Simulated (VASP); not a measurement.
# NiO2 (P-3m1) in VASP: a series of runs, part 2 of 2

VASP 6.6.1. Earlier steps stand in the parts before.

## 3. Single point, LDA

The input, INCAR:

```
SYSTEM = NiO2
PREC = Accurate
ENCUT = 520
EDIFF = 1E-7
ISMEAR = 0
SIGMA = 0.05
LREAL = .FALSE.
LASPH = .TRUE.
NELM = 60
ALGO = Normal
ISIF = 2
LWAVE = .FALSE.
LCHARG = .FALSE.
GGA = CA
NBANDS = 18
```

The input, KPOINTS:

```
Automatic mesh
0
G
  12 12 6
  0 0 0
```

The input, POSCAR:

```
NiO2
1.0
    2.7627792314      0.0000000000      0.0000000000
   -1.3813896157      2.3926369995      0.0000000000
    0.0000000000      0.0000000000      4.2061363981
Ni O
1 2
Direct
    0.0000000000      0.0000000000      0.5000000000
    0.6666666667      0.3333333333      0.7186230907
    0.3333333333      0.6666666667      0.2813769093
```

Potentials or basis: VASP PAW LDA potentials, release 64 (Ni, O).

Command:

```bash
> cat potpaw_LDA.64/Ni/POTCAR potpaw_LDA.64/O/POTCAR > POTCAR
> mpirun -np 1 vasp_std > vasp.out
```

OUTCAR:

```text
SYSTEM = NiO2
   PREC = Accurate
   ENCUT = 520
   EDIFF = 1E-7
   ISMEAR = 0
   LREAL = .FALSE.
   LASPH = .TRUE.
   NELM = 60
   ISIF = 2
   GGA = CA

 ion  position               nearest neighbor table
   1  0.000  0.000  0.500-   2 1.84   3 1.84   2 1.84   3 1.84   2 1.84   3 1.84
   2  0.667  0.333  0.719-   1 1.84   1 1.84   1 1.84
   3  0.333  0.667  0.281-   1 1.84   1 1.84   1 1.84

  LATTYP: Found a hexagonal cell.
 ALAT       =     2.7627792314
 C/A-ratio  =     1.5224294255

  Lattice vectors:

 A1 = (   2.7627792314,   0.0000000000,   0.0000000000)
 A2 = (  -1.3813896157,   2.3926369995,   0.0000000000)
 A3 = (   0.0000000000,   0.0000000000,   4.2061363981)

Analysis of symmetry for initial positions (statically):
=====================================================================
 Subroutine PRICEL returns:
 Original cell was already a primitive cell.

 Routine SETGRP: Setting up the symmetry group for a
 hexagonal supercell.

 Subroutine GETGRP returns: Found 12 space group operations
 (whereof 12 operations were pure point group operations)
 out of a pool of 24 trial point group operations.

The static configuration has the point symmetry D_3d.

Analysis of symmetry for dynamics (positions and initial velocities):
=====================================================================
 Subroutine PRICEL returns:
 Original cell was already a primitive cell.

 Routine SETGRP: Setting up the symmetry group for a
 hexagonal supercell.

 Subroutine GETGRP returns: Found 12 space group operations
 (whereof 12 operations were pure point group operations)
 out of a pool of 24 trial point group operations.

The dynamic configuration has the point symmetry D_3d.

 Subroutine INISYM returns: Found 12 space group operations
 (whereof 12 operations are pure point group operations),
 and found     1 'primitive' translations

[... 116 lines left out ...]
     AMIX_MAG =   1.60;   BMIX_MAG =  1.00
  volume/ion in A,a.u.               =       9.27        62.54
  Fermi-wavevector in a.u.,A,eV,Ry     =   1.514190  2.861404 31.195034  2.292770
  Thomas-Fermi vector in A             =   2.623880
   LORBIT       =      0    0 simple, 1 ext, 2 COOP (PROOUT), +10 PAW based schemes
   GGA     = CA    functional components
   LHFCALC =     F    Hartree Fock is set to
   AEXX    =    0.0000 exact exchange contribution
   IVDW    =     0    specifies the selected vdW correction
   LEPSILON=     F    determine dielectric tensor
   LRPA    =     F    only Hartree local field effects (RPA)
 non-spin polarized calculation
 Gauss-broadening in eV      SIGMA  =   0.05
  energy-cutoff  :      520.00
  volume of cell :       27.80
 maximum number of plane-waves:       760
 NGX is ok and might be reduce to    24
   NGX = 11   NGY = 11   NGZ = 15

 number of electron      21.9999992 magnetization

 Free energy of the ion-electron system (eV)
  ---------------------------------------------------
  ext. energy  EPLUGINS =         0.00000000
  ---------------------------------------------------
  free energy    TOTEN  =       -20.16124943 eV

  energy without entropy =      -20.16124943  energy(sigma->0) =      -20.16124943

 E-fermi :   4.3074     XC(G=0): -12.2042

 val. band max:        3.9957750832   @ k =   0.0833   0.0833   0.5000
 cond. band min:       4.7378389498   @ k =   0.2500   0.0000   0.3333
 fundamental gap:      0.7420638665
 Fermi energy:         4.3073971983

 k-point     1 :       0.0000    0.0000    0.0000
  band No.  band energies     occupation
      1     -16.0859      2.00000
      2     -13.0504      2.00000
      3      -2.5456      2.00000
      4      -2.1449      2.00000
      5      -2.1449      2.00000
      6       1.5531      2.00000
[... 481 lines left out ...]
      5      -1.7473      2.00000
      6       0.4219      2.00000
[... 10 lines left out ...]
     17      21.4596      0.00000
     18      24.4805      0.00000

 [... further k-points ...]

------------------------ aborting loop because EDIFF is reached ----------------------------------------

  FORCE on cell =-STRESS in cart. coord.  units (eV):
  Direction    XX          YY          ZZ          XY          YZ          ZX
  --------------------------------------------------------------------------------------
  -------------------------------------------------------------------------------------
  Total        0.2553775      0.2553775      0.1012928      0.0000000      0.0000000      0.0000000
  in kB       14.7158995     14.7158995      5.8369073      0.0000000      0.0000000      0.0000000
  external PRESSURE =      11.7562354 kB  Pullay stress =       0.0000000 kB

 VOLUME and BASIS-vectors are now :
 -----------------------------------------------------------------------------
  energy-cutoff  :      520.00
  volume of cell :       27.80
      direct lattice vectors                 reciprocal lattice vectors
     2.762779231  0.000000000  0.000000000     0.361954364  0.208974450  0.000000000
    -1.381389616  2.392637000  0.000000000     0.000000000  0.417948899  0.000000000
     0.000000000  0.000000000  4.206136398     0.000000000  0.000000000  0.237747877

 POSITION                                       TOTAL-FORCE (eV/Angst)
 -----------------------------------------------------------------------------------
      0.00000      0.00000      2.10307         0.000000      0.000000      0.000000
      1.38139      0.79755      3.02263        -0.000000      0.000000      0.093993
     -0.00000      1.59509      1.18351         0.000000     -0.000000     -0.093993
 -----------------------------------------------------------------------------------
    total drift:                                0.000000     -0.000000      0.000000

  FREE ENERGIE OF THE ION-ELECTRON SYSTEM (eV)
  ---------------------------------------------------
  free  energy   TOTEN  =       -20.1612494347 eV

  energy  without entropy=      -20.1612494347  energy(sigma->0) =      -20.16124943
```

OSZICAR:

```text
N       E                     dE             d eps       ncg     rms          rms(c)
DAV:   1     0.156003804947E+03    0.15600E+03   -0.11875E+04  3656   0.153E+03
DAV:   2    -0.148295342599E+02   -0.17083E+03   -0.15933E+03  3784   0.326E+02
DAV:   3    -0.277732695504E+02   -0.12944E+02   -0.12795E+02  4202   0.102E+02
DAV:   4    -0.279316126682E+02   -0.15834E+00   -0.15816E+00  4476   0.113E+01
DAV:   5    -0.279337294808E+02   -0.21168E-02   -0.21166E-02  4088   0.132E+00    0.289E+01
DAV:   6    -0.337189203862E+02   -0.57852E+01   -0.51549E+01  4474   0.176E+02    0.480E+01
DAV:   7    -0.202667112168E+02    0.13452E+02   -0.19850E+01  4362   0.118E+02    0.527E+00
DAV:   8    -0.201875284008E+02    0.79183E-01   -0.21360E+00  4860   0.198E+01    0.287E+00
DAV:   9    -0.201671332001E+02    0.20395E-01   -0.12763E-01  5340   0.894E+00    0.592E-01
DAV:  10    -0.201659759105E+02    0.11573E-02   -0.40297E-02  4140   0.615E+00    0.701E-01
DAV:  11    -0.201613158781E+02    0.46600E-02   -0.63774E-03  4630   0.263E+00    0.110E-01
DAV:  12    -0.201613308536E+02   -0.14976E-04   -0.93604E-04  4036   0.288E-01    0.863E-02
DAV:  13    -0.201612504407E+02    0.80413E-04   -0.24156E-04  4074   0.420E-01    0.891E-03
DAV:  14    -0.201612501321E+02    0.30863E-06   -0.17703E-05  5336   0.444E-02    0.112E-02
DAV:  15    -0.201612495262E+02    0.60586E-06   -0.17703E-06  5094   0.340E-02    0.313E-03
DAV:  16    -0.201612494347E+02    0.91518E-07   -0.69566E-07  4368   0.901E-03
   1 F= -.20161249E+02 E0= -.20161249E+02  d E =-.271947E-20
```

stdout:

```text
POSCAR found type information on POSCAR NiO
 POSCAR found :  2 types and       3 ions
 scaLAPACK will be used
 LDA part: xc-table for (Slater(with rela. corr.)+CA(PZ))
 , standard interpolation
 POSCAR, INCAR and KPOINTS ok, starting setup
 FFT: planning ... GRIDC
 FFT: planning ... GRID_SOFT
 FFT: planning ... GRID
 WAVECAR not read
 entering main loop
```

Wall time 29 s (1 thread of Intel Xeon Platinum 8488C (Sapphire Rapids), shared host); peak memory 0.17 GiB.

Results:

| Property | Result |
| --- | --- |
| Free energy | -20.1612 eV |
| Pressure | 1.2 GPa |
| Largest force | 0.094 eV/Å |
| Band gap on the k mesh | 0.74 eV, indirect (least direct gap 0.99 eV) |

Forces on the atoms (eV/Å):
```
Ni   0.000  0.000  0.000
O    0.000  0.000  0.094
O    0.000  0.000 -0.094
```

Levels at points of the mesh, in eV from the valence-band top:
```
           k point  band 9  band 10  band 11  band 12  band 13  band 14
(0.00, 0.00, 0.00)   -1.31    -0.63    -0.58     2.10     2.10     8.09
(0.50, 0.00, 0.00)   -2.03    -1.92    -1.18     1.41     2.12    12.68
(0.00, 0.00, 0.50)   -1.41    -1.41    -0.09     2.20     2.20    10.28
(0.50, 0.00, 0.50)   -1.96    -1.56    -1.34     1.46     1.93    11.52
```

A k mesh can miss the band edges. Expect the measured gap to be larger: semilocal functionals such as LDA lack the derivative discontinuity.

## 4. Single point, r2SCAN

POSCAR is that of step 3.

The input, INCAR.step1:

```
ALGO     = Normal         # electronic algorithm
EDIFF    = 1E-4           # SCF threshold, eV
ENCUT    = 520            # plane-wave cutoff, eV
GGA      = PE             # functional
ISMEAR   = 0              # smearing method
LASPH    = T              # aspherical terms in the spheres
LCHARG   = F              # write CHGCAR
LREAL    = F              # projectors in reciprocal space
LWAVE    = T              # write WAVECAR
NBANDS   = 18             # bands
NELM     = 100            # most SCF steps
PREC     = Accurate       # precision mode
SIGMA    = 0.02           # smearing width, eV
```

The input, INCAR.step2:

```
ALGO     = Normal         # electronic algorithm
EDIFF    = 1E-6           # SCF threshold, eV
ENCUT    = 520            # plane-wave cutoff, eV
ISIF     = 2              # what is computed and relaxed
ISMEAR   = 0              # smearing method
ISTART   = 1            
LASPH    = T              # aspherical terms in the spheres
LCHARG   = F              # write CHGCAR
LMIXTAU  = T            
LREAL    = F              # projectors in reciprocal space
LWAVE    = F              # write WAVECAR
METAGGA  = R2SCAN         # meta-GGA
NBANDS   = 18             # bands
NELM     = 100            # most SCF steps
PREC     = Accurate       # precision mode
SIGMA    = 0.02           # smearing width, eV
```

The input, KPOINTS:

```
k-points
0
Gamma
  12 12 6
```

Potentials or basis: VASP PAW PBE potentials, release 64 (Ni, O).

Command:

```bash
> cat potpaw_PBE.64/Ni/POTCAR potpaw_PBE.64/O/POTCAR > POTCAR
> cp INCAR.step1 INCAR
> mpirun -np 1 vasp_std > vasp.out
> cp INCAR.step2 INCAR
> mpirun -np 1 vasp_std > vasp.out
```

It took 91 s on 1 thread of Intel Xeon Platinum 8488C (Sapphire Rapids), shared host; peak memory 0.19 GiB.

It converged, with:

```yaml
Free_energy: -26.4155 eV
Pressure: 9.5 GPa
Largest_force: 0.590 eV/Å
Band_gap_on_the_k_mesh: 1.25 eV, indirect (least direct gap 1.46 eV)
```

Forces in eV/Å, atoms in the order of the input:
```
Ni   0.000  0.000  0.000
O    0.000  0.000  0.590
O    0.000  0.000 -0.590
```

Stress tensor (GPa, compression positive):
```
9.54 0.00 0.00
0.00 9.54 0.00
0.00 0.00 9.44
```

Levels at points of the mesh, in eV from the valence-band top:
```
           k point  band 7  band 8  band 9  band 10  band 11  band 12  band 13  band 14  band 15  band 16
(0.00, 0.00, 0.00)   -2.58   -1.03   -1.03    -0.67    -0.33     2.60     2.60     9.26    12.32    18.38
(0.50, 0.00, 0.00)   -3.00   -2.44   -2.28    -2.02    -1.21     1.87     2.65    14.14    14.60    15.91
(0.00, 0.00, 0.50)   -2.59   -2.35   -1.13    -1.13    -0.13     2.71     2.71    11.55    11.73    17.04
(0.50, 0.00, 0.50)   -2.79   -2.28   -2.04    -1.45    -1.32     1.94     2.45    12.88    14.60    16.93
```

Caveat: the PAW data sets were made with another functional, which shifts forces and pressure a little.

## 5. Relaxation of cell and atoms, LDA

The input, INCAR:

```
SYSTEM = NiO2
PREC = Accurate
ENCUT = 600
EDIFF = 1E-6
ISMEAR = 0
SIGMA = 0.02
LREAL = .False.
LASPH = .True.
NELM = 100
ALGO = Normal
ISIF = 3
LWAVE = .False.
LCHARG = .False.
GGA = CA
IBRION = 2
NSW = 100
EDIFFG = -0.005
```

The input, KPOINTS:

```
Automatic mesh
0
Gamma
  12 12 6
  0 0 0
```

The input, POSCAR:

```
NiO2
1.0
    2.7624727324      0.0000000000      0.0000000000
   -1.3812363662      2.3923715635      0.0000000000
    0.0000000000      0.0000000000      4.2044747070
Ni O
1 2
Direct
    0.0000000000      0.0000000000      0.5000000000
    0.6666666667      0.3333333333      0.7187630451
    0.3333333333      0.6666666667      0.2812369549
```

Potentials or basis: VASP PAW LDA potentials, release 64 (Ni, O).

Command:

```bash
> cat potpaw_LDA.64/Ni/POTCAR potpaw_LDA.64/O/POTCAR > POTCAR
> mpirun -np 1 vasp_std > vasp.out
```

Wall time 3.2 min (1 thread of Intel Xeon Platinum 8488C (Sapphire Rapids), shared host); peak memory 0.19 GiB.

The run converged. Its results:

```yaml
Free_energy: -20.1671 eV
Relaxed_volume: 9.15 Å³/atom
Relaxed_cell: a = 2.768 Å, b = 2.768 Å, c = 4.138 Å, α = 90.00°, β = 90.00°, γ = 120.00°
Space_group_after_relaxing_to_0.05_Å: P-3m1 (No. 164)
Energy_gained_by_relaxing: 0.5 meV/atom
Ionic_steps: 19
Pressure_after_relaxing: 0.0 GPa
Band_gap_on_the_k_mesh: 0.69 eV, indirect (least direct gap 0.95 eV)
```

Forces on the atoms (eV/Å):
```
Ni   0.000  0.000  0.000
O    0.000  0.000  0.002
O    0.000  0.000 -0.002
```

Step by step:
```tsv
step	energy change (eV)	largest force (eV/Å)	pressure (GPa)	volume (Å³)
1	0.0000	0.0886	0.75	27.79
2	0.0001	0.0795	-1.56	27.96
3	-0.0005	0.0058	-0.19	27.87
4	-0.0006	0.0134	-0.19	27.84
5	-0.0009	0.0364	0.05	27.76
6	-0.0009	0.0838	0.32	27.59
7	-0.0010	0.0603	0.03	27.68
8	-0.0010	0.0712	0.25	27.63
9	-0.0010	0.0656	0.17	27.65
10	-0.0010	0.0602	0.04	27.64
11	-0.0011	0.0432	-0.13	27.62
12	-0.0012	0.0058	-0.39	27.56
13	-0.0012	0.0177	-0.34	27.58
14	-0.0013	0.0182	-0.26	27.55
15	-0.0014	0.0120	0.12	27.46
16	-0.0014	0.0134	0.03	27.46
17	-0.0014	0.0055	-0.06	27.46
18	-0.0014	0.0020	-0.07	27.46
19	-0.0014	0.0023	-0.04	27.46
```

Final structure:
```yaml
crystal:
  lattice:
    - [2.76815, 0.00000, 0.00000]
    - [-1.38407, 2.39729, 0.00000]
    - [0.00000, 0.00000, 4.13782]
  atoms:
    - { symbol: Ni, position: [0.00000, 0.00000, 0.50000] }
    - { symbol: O, position: [0.66667, 0.33333, 0.72246] }
    - { symbol: O, position: [0.33333, 0.66667, 0.27754] }
```

Levels at points of the mesh, in eV from the valence-band top:
| k point | band 7 | band 8 | band 9 | band 10 | band 11 | band 12 | band 13 | band 14 | band 15 |
| --- | --- | --- | --- | --- | --- | --- | --- | --- | --- |
| (0.00, 0.00, 0.00) | -2.45 | -1.33 | -1.33 | -0.61 | -0.55 | 2.04 | 2.04 | 8.11 | 10.91 |
| (0.50, 0.00, 0.00) | -3.29 | -2.79 | -2.04 | -1.93 | -1.20 | 1.37 | 2.10 | 12.69 | 13.20 |
| (0.00, 0.00, 0.50) | -2.46 | -2.46 | -1.44 | -1.44 | -0.10 | 2.17 | 2.17 | 10.31 | 10.46 |
| (0.50, 0.00, 0.50) | -3.03 | -2.04 | -1.97 | -1.52 | -1.36 | 1.43 | 1.87 | 11.48 | 13.23 |

## 6. Overview

| task | level | potentials or basis | cell | cutoff (eV) | smearing | gap on the mesh (eV) | pressure (GPa) | largest force (eV/Å) |
| --- | --- | --- | --- | --- | --- | --- | --- | --- |
| single point | LDA | VASP PAW LDA potentials, release 64 (Ni, O) | a = 2.763, b = 2.763, c = 4.206 Å, angles 90.0, 90.0, 120.0°, 3 atoms | 520 | gaussian 0.02 eV | 0.74 | 1.2 | 0.09 |
| single point | LDA | VASP PAW LDA potentials, release 64 (Ni, O) | a = 2.763, b = 2.763, c = 4.206 Å, angles 90.0, 90.0, 120.0°, 3 atoms | 520 | gaussian 0.05 eV | 0.74 | 1.2 | 0.09 |
| single point | r2SCAN | VASP PAW PBE potentials, release 64 (Ni, O) | a = 2.763, b = 2.763, c = 4.206 Å, angles 90.0, 90.0, 120.0°, 3 atoms | 520 | gaussian 0.02 eV | 1.25 | 9.5 | 0.59 |
| relaxation of cell and atoms | LDA | VASP PAW LDA potentials, release 64 (Ni, O) | relaxed from a = 2.762, b = 2.762, c = 4.204 Å, angles 90.0, 90.0, 120.0°, 3 atoms | 600 | gaussian 0.02 eV | 0.69 | 0.0 | - |

Alike in all rows: no spin polarisation; k mesh 12 × 12 × 6.

Caveats: the PAW data sets were made with another functional, which shifts forces and pressure a little (some runs).

Total energies depend on the potentials used, so only differences within one code and one set of settings carry meaning.
